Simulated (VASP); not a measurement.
# Sb3Se (Fm-3m) in VASP: a series of runs

Runs on Sb3Se. Level: PBE. Tasks: single point.

Everything below comes from runs of VASP 6.6.1. Logs are shortened: lines on timing, memory, paths and dates and some standing lists are left out, and cuts for length are marked.

### 1 The cell of the first run

It takes space group Fm-3m (No. 225, cubic). The conventional cell has a = 7.446 Å, b = 7.446 Å, c = 7.446 Å, α = 90.00°, β = 90.00°, γ = 90.00°. Sb (site symmetry m-3m) has 8 Sb at 3.22 Å and 6 Se at 3.72 Å within 4.2 Å. Sb (site symmetry -43m) has 10 Sb at 3.22 to 3.72 Å and 4 Se at 3.22 Å within 4.2 Å. Within 4.2 Å of Se (site symmetry m-3m) lie 14 Sb at 3.22 to 3.72 Å.

The cell was generated, and may not be a known phase.

### 2 Single point, PBE

File INCAR:

```
PREC = Accurate
ENCUT = 520
EDIFF = 1E-6
ISMEAR = 0
SIGMA = 0.1
LREAL = F
LASPH = T
NELM = 80
ALGO = Normal
ISIF = 2
LWAVE = F
LCHARG = T
GGA = PE
LELF = T
LVHAR = T
NBANDS = 18
```

File KPOINTS:

```
Automatic mesh
0
Gamma
  4 4 4
```

File POSCAR:

```
Sb3Se
1.0
    0.0000000000      3.7227699746      3.7227699746
    3.7227699746      0.0000000000      3.7227699746
    3.7227699746      3.7227699746      0.0000000000
Sb Se
3 1
Direct
    0.5000000000      0.5000000000      0.5000000000
    0.7500000000      0.7500000000      0.7500000000
    0.2500000000      0.2500000000      0.2500000000
    0.0000000000      0.0000000000      0.0000000000
```

Potentials or basis: VASP PAW PBE potentials, release 64 (Sb, Se).

Started as:

```console
$ cat potpaw_PBE.64/Sb/POTCAR potpaw_PBE.64/Se/POTCAR > POTCAR
$ mpirun -np 1 vasp_std > vasp.out
```

OUTCAR:

```text
PREC = Accurate
   ENCUT = 520
   EDIFF = 1E-6
   ISMEAR = 0
   LREAL = F
   LASPH = T
   NELM = 80
   ISIF = 2
   GGA = PE

 ion  position               nearest neighbor table
   1  0.500  0.500  0.500-   3 3.22   3 3.22   3 3.22   2 3.22   2 3.22   2 3.22   3 3.22   2 3.22

   2  0.750  0.750  0.750-   1 3.22   1 3.22   1 3.22   4 3.22   4 3.22   4 3.22   4 3.22   1 3.22
                             3 3.72   3 3.72   3 3.72   3 3.72   3 3.72   3 3.72
   3  0.250  0.250  0.250-   4 3.22   4 3.22   4 3.22   1 3.22   1 3.22   1 3.22   4 3.22   1 3.22
                             2 3.72   2 3.72   2 3.72   2 3.72   2 3.72   2 3.72
   4  0.000  0.000  0.000-   2 3.22   2 3.22   2 3.22   3 3.22   3 3.22   3 3.22   3 3.22   2 3.22

  LATTYP: Found a face centered cubic cell.
 ALAT       =     7.4455399492

  Lattice vectors:

 A1 = (   0.0000000000,   3.7227699746,   3.7227699746)
 A2 = (   3.7227699746,   0.0000000000,   3.7227699746)
 A3 = (   3.7227699746,   3.7227699746,   0.0000000000)

Analysis of symmetry for initial positions (statically):
=====================================================================
 Subroutine PRICEL returns:
 Original cell was already a primitive cell.

 Routine SETGRP: Setting up the symmetry group for a
 face centered cubic supercell.

 Subroutine GETGRP returns: Found 48 space group operations
 (whereof 48 operations were pure point group operations)
 out of a pool of 48 trial point group operations.

The static configuration has the point symmetry O_h .

Analysis of symmetry for dynamics (positions and initial velocities):
=====================================================================
 Subroutine PRICEL returns:
 Original cell was already a primitive cell.

 Routine SETGRP: Setting up the symmetry group for a
 face centered cubic supercell.

 Subroutine GETGRP returns: Found 48 space group operations
 (whereof 48 operations were pure point group operations)
 out of a pool of 48 trial point group operations.

The dynamic configuration has the point symmetry O_h .

 Subroutine INISYM returns: Found 48 space group operations
 (whereof 48 operations are pure point group operations),
 and found     1 'primitive' translations

----------------------------------------------------------------------------------------

                                     Primitive cell

  volume of cell :     103.1879

  direct lattice vectors                    reciprocal lattice vectors
     0.000000000  3.722769975  3.722769975    -0.134308594  0.134308594  0.134308594
     3.722769975  0.000000000  3.722769975     0.134308594 -0.134308594  0.134308594
     3.722769975  3.722769975  0.000000000     0.134308594  0.134308594 -0.134308594

  length of vectors
     5.264791788  5.264791788  5.264791788     0.232629308  0.232629308  0.232629308

  position of ions in fractional coordinates (direct lattice)
     0.500000000  0.500000000  0.500000000
     0.750000000  0.750000000  0.750000000
     0.250000000  0.250000000  0.250000000
     0.000000000  0.000000000  0.000000000

  ion indices of the primitive-cell ions
   primitive index   ion index
                 1           1
                 2           2
                 3           3
                 4           4

----------------------------------------------------------------------------------------

 KPOINTS: Automatic mesh

Automatic generation of k-mesh.
 Grid dimensions read from file:
 generate k-points for:    4    4    4

 Generating k-lattice:

  Cartesian coordinates                     Fractional coordinates (reciprocal lattice)
    -0.033577148  0.033577148  0.033577148     0.250000000  0.000000000  0.000000000
     0.033577148 -0.033577148  0.033577148     0.000000000  0.250000000  0.000000000
     0.033577148  0.033577148 -0.033577148     0.000000000  0.000000000  0.250000000

  Length of vectors
     0.058157327  0.058157327  0.058157327

  Shift w.r.t. Gamma in fractional coordinates (k-lattice)
     0.000000000  0.000000000  0.000000000

 Subroutine IBZKPT returns following result:
 ===========================================

 Found      8 irreducible k-points:

 Following reciprocal coordinates:
            Coordinates               Weight
  0.000000  0.000000  0.000000      1.000000
  0.250000  0.000000  0.000000      8.000000
  0.500000  0.000000  0.000000      4.000000
  0.250000  0.250000  0.000000      6.000000
  0.500000  0.250000  0.000000     24.000000
 -0.250000  0.250000  0.000000     12.000000
  0.500000  0.500000  0.000000      3.000000
 -0.250000  0.500000  0.250000      6.000000
   k-points           NKPTS =      8   k-points in BZ     NKDIM =      8   number of bands    NBANDS=     18
   number of dos      NEDOS =    301   number of ions     NIONS =      4
   total plane-waves  NPLWV =  64000
   dimension x,y,z NGX =    40 NGY =   40 NGZ =   40
   dimension x,y,z NGXF=    80 NGYF=   80 NGZF=   80
   ions per type =               3   1
   NGX,Y,Z   is equivalent  to a cutoff of  12.63, 12.63, 12.63 a.u.
   NGXF,Y,Z  is equivalent  to a cutoff of  25.26, 25.26, 25.26 a.u.
 SYSTEM =  unknown system
   PREC   = accura    normal or accurate (medium, high low for compatibility)
   ISTART =      0    job   : 0-new  1-cont  2-samecut
   ICHARG =      2    charge: 1-file 2-atom 10-const
   ISPIN  =      1    spin polarized calculation?
   LNONCOLLINEAR =      F non collinear calculations
   LSORBIT =      F    spin-orbit coupling
   LASPH  =      T    aspherical Exc in radial PAW
   ENCUT  =  520.0 eV  38.22 Ry    6.18 a.u.   9.79  9.79  9.79*2*pi/ulx,y,z
   NELM   =     80;   NELMIN=  2; NELMDL= -5     # of ELM steps
   EDIFF  = 0.1E-05   stopping-criterion for ELM
   LREAL  =      F    real-space projection
   EDIFFG = 0.1E-04   stopping-criterion for IOM
   NSW    =      0    number of steps for IOM
   IBRION =     -1    ionic relax: 0-MD 1-quasi-New 2-CG
   NFREE  =      0    steps in history (QN), initial steepest desc. (CG)
   ISIF   =      2    stress and relaxation
   ISYM   =      2    0-nonsym 1-usesym 2-fastsym
   POTIM  = 0.5000    time-step for ionic-motion
   TEBEG  =    0.0;   TEEND  =   0.0 temperature during run
   PSTRESS=    0.0 pullay stress
   NELECT =      21.0000    total number of electrons
   NUPDOWN=      -1.0000    fix difference up-down
   EMIN   =  10.00;   EMAX   =-10.00  energy-range for DOS
   EFERMI =   0.00;   METHOD = LEGACY
   ISMEAR =     0;   SIGMA  =   0.10  broadening in eV -4-tet -1-fermi 0-gaus
   EFERMI_NEDOS =   21; number of points for ismear=-14 and -15
   IALGO  =     38    algorithm
   IMIX   =      4    mixing-type and parameters
     AMIX     =   0.40;   BMIX     =  1.00
     AMIX_MAG =   1.60;   BMIX_MAG =  1.00
  volume/ion in A,a.u.               =      25.80       174.09
  Fermi-wavevector in a.u.,A,eV,Ry     =   0.962953  1.819717 12.616388  0.927278
  Thomas-Fermi vector in A             =   2.092456
   LORBIT       =      0    0 simple, 1 ext, 2 COOP (PROOUT), +10 PAW based schemes
   GGA     = PE    functional components
   LHFCALC =     F    Hartree Fock is set to
   AEXX    =    0.0000 exact exchange contribution
   IVDW    =     0    specifies the selected vdW correction
   LEPSILON=     F    determine dielectric tensor
   LRPA    =     F    only Hartree local field effects (RPA)
 non-spin polarized calculation
 Gauss-broadening in eV      SIGMA  =   0.10
  energy-cutoff  :      520.00
  volume of cell :      103.19
 maximum number of plane-waves:      2788
   NGX = 19   NGY = 19   NGZ = 19

 number of electron      21.0000000 magnetization

 Free energy of the ion-electron system (eV)
  ---------------------------------------------------
  ext. energy  EPLUGINS =         0.00000000
  ---------------------------------------------------
  free energy    TOTEN  =       -15.37005818 eV

  energy without entropy =      -15.35971046  energy(sigma->0) =      -15.36488432

 E-fermi :   7.5580     XC(G=0): -10.1956

 val. band max:        7.5431503823   @ k =  -0.2500   0.5000   0.2500
 cond. band min:       7.8795352686   @ k =  -0.2500   0.2500   0.0000
 fundamental gap:      0.3363848863
 Fermi energy:         7.5580301259

 k-point     1 :       0.0000    0.0000    0.0000
  band No.  band energies     occupation
      1      -6.2686      2.00000
      2      -2.7607      2.00000
      3      -0.1558      2.00000
      4       1.6456      2.00000
      5       4.3468      2.00000
      6       4.3468      2.00000
      7       4.3468      2.00000
      8       4.9240      2.00000
      9       4.9240      2.00000
     10       4.9240      2.00000
     11       5.5101      2.00000
     12       5.5101      2.00000
     13       5.5101      2.00000
     14      10.9034      0.00000
     15      10.9034      0.00000
     16      12.2714      0.00000
     17      12.2714      0.00000
     18      12.2714      0.00000

 k-point     2 :       0.2500    0.0000    0.0000
  band No.  band energies     occupation
      1      -5.9279      2.00000
      2      -2.9736      2.00000
      3      -0.8356      2.00000
      4       0.6698      2.00000
      5       3.7496      2.00000
      6       3.7496      2.00000
      7       3.8265      2.00000
      8       4.7034      2.00000
      9       4.7034      2.00000
     10       6.5420      2.00000
     11       6.5420      2.00000
     12       7.0265      2.00000
     13       8.4654      0.00000
     14       9.7953      0.00000
     15      11.3994      0.00000
     16      11.3994      0.00000
     17      12.5903      0.00000
     18      12.5903      0.00000

 k-point     3 :       0.5000    0.0000    0.0000
  band No.  band energies     occupation
      1      -5.4296      2.00000
      2      -3.3649      2.00000
      3      -1.5363      2.00000
      4       0.0368      2.00000
      5       3.6665      2.00000
      6       3.6665      2.00000
      7       4.0622      2.00000
      8       4.0622      2.00000
      9       5.8259      2.00000
     10       6.0776      2.00000
     11       8.4869      0.00000
     12       8.4869      0.00000
     13       9.5975      0.00000
     14       9.5975      0.00000
     15       9.8426      0.00000
     16      11.1281      0.00000
     17      15.6854      0.00000
     18      15.7336      0.00000

 k-point     4 :       0.2500    0.2500    0.0000
  band No.  band energies     occupation
      1      -5.8215      2.00000
      2      -2.9424      2.00000
      3      -0.7708      2.00000
      4       0.0290      2.00000
      5       2.6231      2.00000
      6       2.6231      2.00000
      7       5.0342      2.00000
      8       5.9265      2.00000
      9       5.9265      2.00000
     10       6.3770      2.00000
     11       6.8198      2.00000
     12       7.9821      0.00000
     13       7.9821      0.00000
     14       9.9063      0.00000
     15      10.8370      0.00000
     16      10.8370      0.00000
     17      11.5000      0.00000
     18      14.2317      0.00000

 k-point     5 :       0.5000    0.2500    0.0000
  band No.  band energies     occupation
      1      -5.3478      2.00000
      2      -2.9683      2.00000
      3      -1.7406      2.00000
      4      -0.8988      2.00000
      5       2.4204      2.00000
      6       3.6980      2.00000
      7       4.2884      2.00000
      8       5.9338      2.00000
      9       6.3330      2.00000
     10       6.6839      2.00000
     11       8.3025      0.00000
     12       8.4483      0.00000
     13       8.9930      0.00000
     14      10.2827      0.00000
     15      10.6465      0.00000
     16      11.0338      0.00000
     17      13.6632      0.00000
     18      14.7409      0.00000

 k-point     6 :      -0.2500    0.2500    0.0000
  band No.  band energies     occupation
      1      -5.5015      2.00000
      2      -3.0223      2.00000
      3      -1.6223      2.00000
      4      -0.4243      2.00000
      5       3.1572      2.00000
      6       3.6575      2.00000
      7       3.9706      2.00000
      8       5.5992      2.00000
      9       6.2068      2.00000
     10       6.5792      2.00000
     11       6.6578      2.00000
     12       7.8795      0.00001
     13       9.6717      0.00000
     14       9.9737      0.00000
     15      10.8869      0.00000
     16      11.5417      0.00000
     17      13.8437      0.00000
     18      15.0150      0.00000

 k-point     7 :       0.5000    0.5000    0.0000
  band No.  band energies     occupation
      1      -5.2239      2.00000
      2      -2.7307      2.00000
      3      -1.8783      2.00000
      4      -1.2146      2.00000
      5       1.9250      2.00000
      6       1.9250      2.00000
      7       6.5798      2.00000
      8       6.8266      2.00000
      9       7.2526      1.99998
     10       7.2526      1.99998
     11       8.5280      0.00000
     12       8.5280      0.00000
     13       8.7891      0.00000
     14       9.5816      0.00000
     15      11.1682      0.00000
     16      11.1682      0.00000
     17      13.2820      0.00000
     18      13.3040      0.00000

 k-point     8 :      -0.2500    0.5000    0.2500
  band No.  band energies     occupation
      1      -5.1964      2.00000
      2      -2.1612      2.00000
      3      -2.1612      2.00000
      4      -2.0833      2.00000
      5       3.4979      2.00000
      6       3.8693      2.00000
      7       4.0562      2.00000
      8       4.0562      2.00000
      9       7.5432      1.16667
     10       7.5432      1.16667
     11       8.9785      0.00000
     12       8.9808      0.00000
     13       9.3181      0.00000
     14       9.9604      0.00000
     15      10.3379      0.00000
     16      10.3379      0.00000
     17      14.6653      0.00000
     18      15.4402      0.00000

------------------------ aborting loop because EDIFF is reached ----------------------------------------

  FORCE on cell =-STRESS in cart. coord.  units (eV):
  Direction    XX          YY          ZZ          XY          YZ          ZX
  --------------------------------------------------------------------------------------
  -------------------------------------------------------------------------------------
  Total       -0.3168984     -0.3168984     -0.3168984     -0.0000000     -0.0000000     -0.0000000
  in kB       -4.9204176     -4.9204176     -4.9204176     -0.0000000     -0.0000000     -0.0000000
  external PRESSURE =      -4.9204176 kB  Pullay stress =       0.0000000 kB

 VOLUME and BASIS-vectors are now :
 -----------------------------------------------------------------------------
  energy-cutoff  :      520.00
  volume of cell :      103.19
      direct lattice vectors                 reciprocal lattice vectors
     0.000000000  3.722769975  3.722769975    -0.134308594  0.134308594  0.134308594
     3.722769975  0.000000000  3.722769975     0.134308594 -0.134308594  0.134308594
     3.722769975  3.722769975  0.000000000     0.134308594  0.134308594 -0.134308594

 POSITION                                       TOTAL-FORCE (eV/Angst)
 -----------------------------------------------------------------------------------
      3.72277      3.72277      3.72277        -0.000000      0.000000      0.000000
      5.58415      5.58415      5.58415         0.000000      0.000000      0.000000
      1.86138      1.86138      1.86138        -0.000000     -0.000000     -0.000000
      0.00000      0.00000      0.00000        -0.000000      0.000000      0.000000
 -----------------------------------------------------------------------------------
    total drift:                               -0.000000      0.000000      0.000000

  FREE ENERGIE OF THE ION-ELECTRON SYSTEM (eV)
  ---------------------------------------------------
  free  energy   TOTEN  =       -15.3700581820 eV

  energy  without entropy=      -15.3597104577  energy(sigma->0) =      -15.36488432
```

It took 27 s on 1 thread of AMD EPYC 7R43 (Zen 3), shared host; peak memory 0.2 GiB.

Results:

```yaml
Free_energy: -15.3701 eV
Pressure: -0.5 GPa
Band_gap_on_the_k_mesh: zero (an odd number of electrons rules out a gap without spin polarisation)
```

Levels at points of the mesh, in eV from the Fermi level:
```csv
k point,band 7,band 8,band 9,band 10,band 11,band 12,band 13,band 14
"(0.00, 0.00, 0.00)",-3.21,-2.63,-2.63,-2.63,-2.05,-2.05,-2.05,3.35
"(0.50, 0.00, 0.00)",-3.50,-3.50,-1.73,-1.48,0.93,0.93,2.04,2.04
"(0.50, 0.50, 0.00)",-0.98,-0.73,-0.31,-0.31,0.97,0.97,1.23,2.02
```

Caveat: the k points lie up to 0.37 Å⁻¹ apart, too coarse for converged energies and pressures of a metal; spin-orbit coupling is left out, which moves the levels of the heavy elements; an odd number of electrons without spin polarisation forces a metal; a magnetic or distorted state may lie lower.

### 3 Single point, PBE

This run uses another cell than the first one, of 37.44 Å³/atom.

File INCAR:

```
PREC = Accurate ; ENCUT = 520
EDIFF = 1E-6 ; ISMEAR = 0
SIGMA = 0.1 ; LREAL = F
LASPH = T ; NELM = 60
ALGO = Normal ; ISIF = 2
LWAVE = F ; LCHARG = F
GGA = PE ; NBANDS = 18
```

File KPOINTS:

```
regular mesh
0
Gamma
  4 4 4
```

File POSCAR:

```
Sb3Se
1.0
    0.0000000000      4.2147431100      4.2147431100
    4.2147431100      0.0000000000      4.2147431100
    4.2147431100      4.2147431100      0.0000000000
Sb Se
3 1
Direct
    0.5000000000      0.5000000000      0.5000000000
    0.7500000000      0.7500000000      0.7500000000
    0.2500000000      0.2500000000      0.2500000000
    0.0000000000      0.0000000000      0.0000000000
```

Potentials or basis: VASP PAW PBE potentials, release 64 (Sb, Se).

Started as:

```console
$ cat potpaw_PBE.64/Sb/POTCAR potpaw_PBE.64/Se/POTCAR > POTCAR
$ mpirun -np 1 vasp_std > vasp.out
```

Wall time 41 s (1 thread of AMD EPYC 7R43 (Zen 3), shared host); peak memory 0.27 GiB.

It converged, with:

```
Free energy            : -13.1683 eV
Pressure               : -10.3 GPa
Band gap on the k mesh : zero (an odd number of electrons rules out a gap without spin polarisation)
```

Levels at points of the mesh, in eV from the Fermi level:
```tsv
k point	band 6	band 7	band 8	band 9	band 10	band 11	band 12	band 13	band 14	band 15
(0.00, 0.00, 0.00)	-1.83	-1.83	-1.44	-1.44	-1.44	-1.23	-1.23	-1.23	2.74	2.74
(0.50, 0.00, 0.00)	-2.31	-2.08	-2.08	-1.49	-1.38	0.73	0.73	1.14	1.69	1.69
(0.50, 0.50, 0.00)	-3.51	-1.08	-0.96	-0.16	-0.16	0.62	0.69	0.69	1.19	2.40
```

Caveat: the cell stands under tension; spin-orbit coupling is left out, which moves the levels of the heavy elements; an odd number of electrons without spin polarisation forces a metal; a magnetic or distorted state may lie lower.

The gap in the log of VASP goes by the Fermi energy; the results here count the filled bands.